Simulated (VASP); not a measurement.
A run of VASP 6.6.1:

File INCAR:

```
PREC = Accurate
ENCUT = 520
EDIFF = 1E-6
ISMEAR = 0
SIGMA = 0.1
LREAL = False
LASPH = True
NELM = 80
ALGO = Normal
ISIF = 2
LWAVE = False
LCHARG = False
GGA = PE
NBANDS = 13
```

File KPOINTS:

```
Automatic mesh
0
Gamma
  12 12 12
```

File POSCAR:

```
Te
1.0
    4.9625676319      0.0000000000      0.0000000000
   -2.4812838160      4.2977096372      0.0000000000
    0.0000000000      0.0000000000      5.0291821087
Te
2
Direct
    0.3333333333      0.6666666667      0.5752120749
    0.6666666667      0.3333333333      0.4247879251
```

Potentials or basis: VASP PAW PBE potentials, release 64 (Te).

Launch:

```console
$ cat potpaw_PBE.64/Te/POTCAR > POTCAR
$ mpirun -np 1 vasp_std > vasp.out
```

Hardware: 1 thread of Oxide Virtual Turin-like Processor, on a shared host.

Question: Estimate the wall time of this run.

Answer: Run time: 5.3 min on 1 thread of Oxide Virtual Turin-like Processor, with other jobs on the host, peak memory 0.36 GiB. Counts: scf iterations 13, k points 193.
